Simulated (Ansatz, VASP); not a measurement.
KBr: VASP beside Ansatz

Contents of INCAR:

```
SYSTEM = KBr
ALGO = Normal ; EDIFF = 1E-6
ENCUT = 520 ; GGA = PE
ISIF = 2 ; ISMEAR = 0
LASPH = .TRUE. ; LCHARG = .FALSE.
LREAL = .FALSE. ; LWAVE = .FALSE.
NBANDS = 15 ; NELM = 100
PREC = Accurate ; SIGMA = 0.05
```

KPOINTS

```
k-points
0
G
  6 6 6
  0 0 0
```

File POSCAR:

```
KBr
1.0
    0.0000000000      3.3497787290      3.3497787290
    3.3497787290      0.0000000000      3.3497787290
    3.3497787290      3.3497787290      0.0000000000
K Br
1 1
Direct
    0.0000000000      0.0000000000      0.0000000000
    0.5000000000      0.5000000000      0.5000000000
```

Input for Ansatz:

```yaml
crystal:
  lattice:
    - [0.0, 3.349778729, 3.349778729]
    - [3.349778729, 0.0, 3.349778729]
    - [3.349778729, 3.349778729, 0.0]
  atoms:
    - { symbol: K, position: [0.0, 0.0, 0.0] }
    - { symbol: Br, position: [0.5, 0.5, 0.5] }
basis:
  ecutwfc: 420
kpoints:
  mp_grid: { grid: [6, 6, 6] }
hamiltonian:
  xc: pbe
scf:
  occupations: { method: gaussian, width: 0.05 }
output:
  forces: true
  stress: true
  eigenvalues: true
```

Alike in both runs: task single point; functional PBE; k mesh 6 × 6 × 6; occupations gaussian, width 0.05 eV; no spin polarisation.

```csv
,VASP,Ansatz
version,VASP 6.6.1,Ansatz 0.2.0
potentials or method,"VASP PAW PBE potentials, release 64 (K_sv, Br), cutoff 520 eV","scalar-relativistic, plane waves, PAW"
valence electrons in the cell,16,16
```

|  | VASP | Ansatz | Ansatz less VASP |
| --- | --- | --- | --- |
| gap on the k mesh at the Fermi level (eV) | 4.32 | 4.32 | +0.001 |
| least direct gap on the mesh (eV) | 4.32 | 4.32 | +0.001 |
| pressure (GPa) | 0.1 | 0.0 | -0.03 |
